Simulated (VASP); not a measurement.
# TaN (P-6m2) in VASP: a series of runs

Runs on TaN. Level: LDA. Tasks: electric field gradients.

Program: VASP 6.6.1. These are calculated values, not measurements. Logs are shortened: lines on timing, memory, paths and dates and some standing lists are left out, and cuts for length are marked.

## 1. The cell of the first run

The structure is hexagonal, space group P-6m2 (No. 187). Conventional cell: a = 2.938 Å, b = 2.938 Å, c = 2.825 Å, α = 90.00°, β = 90.00°, γ = 120.00°. Within 2.9 Å of Ta (site symmetry -6m2) lie 6 N at 2.21 Å and 2 Ta at 2.83 Å. Within 2.9 Å of N (site symmetry -6m2) lie 6 Ta at 2.21 Å and 2 N at 2.83 Å.

## 2. Electric field gradients, LDA (zz strain of -2 %)

Input file INCAR:

```
PREC     = Accurate       # precision mode
ENCUT    = 520            # plane-wave cutoff, eV
EDIFF    = 1E-8           # SCF threshold, eV
ISMEAR   = -1             # smearing method
SIGMA    = 0.02           # smearing width, eV
LREAL    = F              # projectors in reciprocal space
LASPH    = T              # aspherical terms in the spheres
NELM     = 80             # most SCF steps
ALGO     = Normal         # electronic algorithm
ISIF     = 2              # what is computed and relaxed
LWAVE    = F              # write WAVECAR
LCHARG   = F              # write CHGCAR
GGA      = CA             # functional
LEFG     = T            
NBANDS   = 15             # bands
```

Input file KPOINTS:

```
Automatic mesh
0
Gamma
  12 12 10
```

Input file POSCAR:

```
TaN
1.0
    2.9379988584      0.0000000000      0.0000000000
   -1.4689994292      2.5443816477      0.0000000000
    0.0000000000      0.0000000000      2.8253400000
Ta N
1 1
Direct
    0.3333333333      0.6666666667      0.5000000000
    0.0000000000      0.0000000000      0.0000000000
```

Potentials or basis: VASP PAW LDA potentials, release 64 (Ta_pv, N).

On the command line:

```bash
$ cat potpaw_LDA.64/Ta_pv/POTCAR potpaw_LDA.64/N/POTCAR > POTCAR
$ mpirun -np 1 vasp_std > vasp.out
```

OUTCAR:

```text
PREC = Accurate
   ENCUT = 520
   EDIFF = 1E-8
   ISMEAR = -1
   LREAL = F
   LASPH = T
   NELM = 80
   ISIF = 2
   GGA = CA

 ion  position               nearest neighbor table
   1  0.333  0.667  0.500-   2 2.21   2 2.21   2 2.21   2 2.21   2 2.21   2 2.21
   2  0.000  0.000  0.000-   1 2.21   1 2.21   1 2.21   1 2.21   1 2.21   1 2.21

  LATTYP: Found a hexagonal cell.
 ALAT       =     2.9379988584
 C/A-ratio  =     0.9616545602

  Lattice vectors:

 A1 = (   2.9379988584,   0.0000000000,   0.0000000000)
 A2 = (  -1.4689994292,   2.5443816477,   0.0000000000)
 A3 = (   0.0000000000,   0.0000000000,   2.8253400000)

Analysis of symmetry for initial positions (statically):
=====================================================================
 Subroutine PRICEL returns:
 Original cell was already a primitive cell.

 Routine SETGRP: Setting up the symmetry group for a
 hexagonal supercell.

 Subroutine GETGRP returns: Found 12 space group operations
 (whereof 12 operations were pure point group operations)
 out of a pool of 24 trial point group operations.

The static configuration has the point symmetry D_3h.

Analysis of symmetry for dynamics (positions and initial velocities):
=====================================================================
 Subroutine PRICEL returns:
 Original cell was already a primitive cell.

 Routine SETGRP: Setting up the symmetry group for a
 hexagonal supercell.

 Subroutine GETGRP returns: Found 12 space group operations
 (whereof 12 operations were pure point group operations)
 out of a pool of 24 trial point group operations.

The dynamic configuration has the point symmetry D_3h.

 Subroutine INISYM returns: Found 12 space group operations
 (whereof 12 operations are pure point group operations),
 and found     1 'primitive' translations

----------------------------------------------------------------------------------------

                                     Primitive cell

  volume of cell :      21.1205

  direct lattice vectors                    reciprocal lattice vectors
     2.937998858  0.000000000  0.000000000     0.340367729  0.196511400  0.000000000
    -1.468999429  2.544381648  0.000000000     0.000000000  0.393022800  0.000000000
     0.000000000  0.000000000  2.825340000     0.000000000  0.000000000  0.353939703

  length of vectors
     2.937998858  2.937998858  2.825340000     0.393022800  0.393022800  0.353939703

  position of ions in fractional coordinates (direct lattice)
     0.333333333  0.666666667  0.500000000
     0.000000000  0.000000000  0.000000000

  ion indices of the primitive-cell ions
   primitive index   ion index
                 1           1
                 2           2

----------------------------------------------------------------------------------------

 KPOINTS: Automatic mesh

Automatic generation of k-mesh.
 Grid dimensions read from file:
 generate k-points for:   12   12   10

 Generating k-lattice:

  Cartesian coordinates                     Fractional coordinates (reciprocal lattice)
     0.028363977  0.016375950  0.000000000     0.083333333  0.000000000  0.000000000
     0.000000000  0.032751900  0.000000000     0.000000000  0.083333333  0.000000000
     0.000000000  0.000000000  0.035393970     0.000000000  0.000000000  0.100000000

  Length of vectors
     0.032751900  0.032751900  0.035393970

  Shift w.r.t. Gamma in fractional coordinates (k-lattice)
     0.000000000  0.000000000  0.000000000

 Subroutine IBZKPT returns following result:
 ===========================================

 Found    114 irreducible k-points:

 Following reciprocal coordinates:
            Coordinates               Weight
  0.000000  0.000000  0.000000      1.000000
  0.083333  0.000000  0.000000      6.000000
  0.166667  0.000000  0.000000      6.000000
  0.250000  0.000000  0.000000      6.000000
  0.333333  0.000000  0.000000      6.000000
  0.416667  0.000000  0.000000      6.000000
[... 16 lines left out ...]
  0.250000  0.000000  0.100000     12.000000
  0.333333  0.000000  0.100000     12.000000
 [... further k-points ...]
   k-points           NKPTS =    114   k-points in BZ     NKDIM =    114   number of bands    NBANDS=     15
   number of dos      NEDOS =    301   number of ions     NIONS =      2
   total plane-waves  NPLWV =  13824
   dimension x,y,z NGX =    24 NGY =   24 NGZ =   24
   dimension x,y,z NGXF=    48 NGYF=   48 NGZF=   48
   ions per type =               1   1
   NGX,Y,Z   is equivalent  to a cutoff of  13.58, 13.58, 14.12 a.u.
   NGXF,Y,Z  is equivalent  to a cutoff of  27.16, 27.16, 28.24 a.u.
 SYSTEM =  unknown system
   PREC   = accura    normal or accurate (medium, high low for compatibility)
   ISTART =      0    job   : 0-new  1-cont  2-samecut
   ICHARG =      2    charge: 1-file 2-atom 10-const
   ISPIN  =      1    spin polarized calculation?
   LNONCOLLINEAR =      F non collinear calculations
   LSORBIT =      F    spin-orbit coupling
   LASPH  =      T    aspherical Exc in radial PAW
   ENCUT  =  520.0 eV  38.22 Ry    6.18 a.u.   5.46  5.46  5.25*2*pi/ulx,y,z
   NELM   =     80;   NELMIN=  2; NELMDL= -5     # of ELM steps
   EDIFF  = 0.1E-07   stopping-criterion for ELM
   LREAL  =      F    real-space projection
   EDIFFG = 0.1E-06   stopping-criterion for IOM
   NSW    =      0    number of steps for IOM
   IBRION =     -1    ionic relax: 0-MD 1-quasi-New 2-CG
   NFREE  =      0    steps in history (QN), initial steepest desc. (CG)
   ISIF   =      2    stress and relaxation
   ISYM   =      2    0-nonsym 1-usesym 2-fastsym
   POTIM  = 0.5000    time-step for ionic-motion
   TEBEG  =    0.0;   TEEND  =   0.0 temperature during run
   PSTRESS=    0.0 pullay stress
   NELECT =      16.0000    total number of electrons
   NUPDOWN=      -1.0000    fix difference up-down
   EMIN   =  10.00;   EMAX   =-10.00  energy-range for DOS
   EFERMI =   0.00;   METHOD = LEGACY
   ISMEAR =    -1;   SIGMA  =   0.02  broadening in eV -4-tet -1-fermi 0-gaus
   EFERMI_NEDOS =   21; number of points for ismear=-14 and -15
   IALGO  =     38    algorithm
   IMIX   =      4    mixing-type and parameters
     AMIX     =   0.40;   BMIX     =  1.00
     AMIX_MAG =   1.60;   BMIX_MAG =  1.00
  volume/ion in A,a.u.               =      10.56        71.26
  Fermi-wavevector in a.u.,A,eV,Ry     =   1.492382  2.820193 30.302945  2.227204
  Thomas-Fermi vector in A             =   2.604917
   LORBIT       =      0    0 simple, 1 ext, 2 COOP (PROOUT), +10 PAW based schemes
   GGA     = CA    functional components
   LHFCALC =     F    Hartree Fock is set to
   AEXX    =    0.0000 exact exchange contribution
   IVDW    =     0    specifies the selected vdW correction
   LEPSILON=     F    determine dielectric tensor
   LRPA    =     F    only Hartree local field effects (RPA)
 non-spin polarized calculation
  energy-cutoff  :      520.00
  volume of cell :       21.12
 maximum number of plane-waves:       599
 NGX is ok and might be reduce to    24
   NGX = 11   NGY = 11   NGZ = 11

 number of electron      16.0000002 magnetization

 Free energy of the ion-electron system (eV)
  ---------------------------------------------------
  ext. energy  EPLUGINS =         0.00000000
  ---------------------------------------------------
  free energy    TOTEN  =       -24.70646242 eV

  energy without entropy =      -24.70637921  energy(sigma->0) =      -24.70642081

 E-fermi :   8.4086     XC(G=0): -13.6875

 val. band max:        8.2891261248   @ k =   0.0000   0.0000   0.4000
 cond. band min:       8.4222144813   @ k =   0.3333   0.3333   0.0000
 fundamental gap:      0.1330883565
 Fermi energy:         8.4085532490

 k-point     1 :       0.0000    0.0000    0.0000
  band No.  band energies     occupation
      1     -26.1854      2.00000
      2     -25.9928      2.00000
      3     -25.9928      2.00000
      4      -9.3829      2.00000
      5       3.5345      2.00000
      6       3.5345      2.00000
      7       4.0779      2.00000
      8       5.5608      2.00000
      9      10.6878      0.00000
     10      12.1200      0.00000
     11      12.1200      0.00000
     12      12.4261      0.00000
     13      12.4261      0.00000
     14      20.8001      0.00000
     15      21.7137      0.00000

 k-point     2 :       0.0833    0.0000    0.0000
  band No.  band energies     occupation
      1     -26.1756      2.00000
      2     -26.0714      2.00000
      3     -26.0095      2.00000
      4      -9.2323      2.00000
      5       3.1157      2.00000
      6       3.6495      2.00000
      7       4.2808      2.00000
      8       5.3479      2.00000
      9      11.2146      0.00000
     10      11.8098      0.00000
     11      12.1332      0.00000
     12      12.3535      0.00000
     13      12.6250      0.00000
     14      20.8010      0.00000
     15      21.6502      0.00000

 k-point     3 :       0.1667    0.0000    0.0000
  band No.  band energies     occupation
      1     -26.2807      2.00000
      2     -26.1490      2.00000
      3     -26.0546      2.00000
      4      -8.8183      2.00000
      5       2.2461      2.00000
      6       3.9584      2.00000
      7       4.7207      2.00000
      8       4.8293      2.00000
      9      11.1220      0.00000
     10      12.1613      0.00000
     11      12.2148      0.00000
     12      12.4551      0.00000
     13      13.0659      0.00000
     14      20.8036      0.00000
     15      21.5633      0.00000
[... 343 lines left out ...]
 k-point    23 :       0.2500    0.0000    0.1000
  band No.  band energies     occupation
      1     -26.5416      2.00000
      2     -26.2187      2.00000
      3     -26.1049      2.00000
      4      -8.1066      2.00000
      5       1.4303      2.00000
      6       3.6427      2.00000
      7       4.2796      2.00000
      8       5.6036      2.00000
      9      10.7635      0.00000
     10      11.0142      0.00000
     11      12.8498      0.00000
     12      13.3874      0.00000
     13      14.6488      0.00000
     14      20.8044      0.00000
     15      21.3970      0.00000

 k-point    24 :       0.3333    0.0000    0.1000
  band No.  band energies     occupation
      1     -26.8005      2.00000
      2     -26.1790      2.00000
      3     -26.1646      2.00000
      4      -7.5672      2.00000
      5       0.6612      2.00000
      6       3.3538      2.00000
      7       4.5278      2.00000
      8       5.5946      2.00000
      9      11.0736      0.00000
     10      11.3345      0.00000
     11      13.0859      0.00000
     12      13.4793      0.00000
     13      15.6788      0.00000
     14      20.8080      0.00000
     15      21.6486      0.00000

 [... further k-points ...]

------------------------ aborting loop because EDIFF is reached ----------------------------------------

  FORCE on cell =-STRESS in cart. coord.  units (eV):
  Direction    XX          YY          ZZ          XY          YZ          ZX
  --------------------------------------------------------------------------------------
  -------------------------------------------------------------------------------------
  Total       -0.8267679     -0.8267679      0.8826234      0.0000000     -0.0000000      0.0000000
  in kB      -62.7176222    -62.7176222     66.9547571      0.0000000     -0.0000000      0.0000000
  external PRESSURE =     -19.4934958 kB  Pullay stress =       0.0000000 kB

 VOLUME and BASIS-vectors are now :
 -----------------------------------------------------------------------------
  energy-cutoff  :      520.00
  volume of cell :       21.12
      direct lattice vectors                 reciprocal lattice vectors
     2.937998858  0.000000000  0.000000000     0.340367729  0.196511400  0.000000000
    -1.468999429  2.544381648  0.000000000     0.000000000  0.393022800  0.000000000
     0.000000000  0.000000000  2.825340000     0.000000000  0.000000000  0.353939703

 POSITION                                       TOTAL-FORCE (eV/Angst)
 -----------------------------------------------------------------------------------
     -0.00000      1.69625      1.41267         0.000000     -0.000000      0.000000
      0.00000      0.00000      0.00000        -0.000000      0.000000      0.000000
 -----------------------------------------------------------------------------------
    total drift:                                0.000000     -0.000000     -0.000000

  FREE ENERGIE OF THE ION-ELECTRON SYSTEM (eV)
  ---------------------------------------------------
  free  energy   TOTEN  =       -24.7064624153 eV

  energy  without entropy=      -24.7063792095  energy(sigma->0) =      -24.70642081

 Electric field gradients (V/A^2)
---------------------------------------------------------------------
 ion       V_xx      V_yy      V_zz      V_xy      V_xz      V_yz
---------------------------------------------------------------------
   1      -0.538    -0.537     1.075     0.000     0.000    -0.000
   2       1.879     1.878    -3.756    -0.001    -0.000    -0.000
---------------------------------------------------------------------

 Electric field gradients after diagonalization (V/A^2)
 (convention: |V_zz| > |V_xx| > |V_yy|)
----------------------------------------------------------------------
 ion       V_xx      V_yy      V_zz     asymmetry (V_yy - V_xx)/ V_zz
----------------------------------------------------------------------
   1      -0.538    -0.537     1.075       0.001
   2       1.879     1.878    -3.756       0.000
----------------------------------------------------------------------

           NMR quadrupolar parameters

 Cq : quadrupolar parameter    Cq=e*Q*V_zz/h
 eta: asymmetry parameters     (V_yy - V_xx)/ V_zz
 Q  : nuclear electric quadrupole moment in mb (millibarn)
----------------------------------------------------------------------
 ion       Cq(MHz)       eta       Q (mb)
----------------------------------------------------------------------
   1       0.003       0.001       1.000
   2      -0.009       0.000       1.000
----------------------------------------------------------------------
```

Run time: 34 s. Hardware: 1 thread of Intel Xeon 6975P-C, shared host; peak memory 0.16 GiB.

Results:

| Property | Result |
| --- | --- |
| Free energy | -24.7065 eV |
| Pressure | -1.9 GPa |
| Band gap on the k mesh | zero (band 8 reaches 8.68 eV, above the bottom of band 9 at 8.23 eV) |

Stress tensor (GPa, compression positive):
```
-6.27  0.00  0.00
 0.00 -6.27  0.00
 0.00  0.00  6.70
```

Levels at points of the mesh, in eV from the Fermi level:
```csv
k point,band 5,band 6,band 7,band 8,band 9,band 10,band 11,band 12
"(0.00, 0.00, 0.00)",-4.87,-4.87,-4.33,-2.85,2.28,3.71,3.71,4.02
"(0.50, 0.00, 0.00)",-8.45,-5.18,-3.63,-3.35,3.04,3.88,5.19,5.34
"(0.00, 0.00, 0.50)",-9.49,-4.05,-4.05,-0.18,-0.18,2.71,3.11,3.11
"(0.50, 0.00, 0.50)",-7.50,-6.26,-6.01,-0.25,4.24,5.28,6.31,7.10
```

Electric field gradients, principal values (V/Å²):
| atom | least | middle | greatest (by size) |
| --- | --- | --- | --- |
| 1 Ta | -0.537 | -0.538 | 1.075 |
| 2 N | 1.878 | 1.879 | -3.756 |

Caveat: the cell differs from its parent crystal (zz strain of -2 %); without QUAD_EFG the Cq values of the log hold for a quadrupole moment of 1 mb, not for the nuclei; spin-orbit coupling is left out, which moves the levels of the heavy elements.

(Continued in part 2 of 2.)
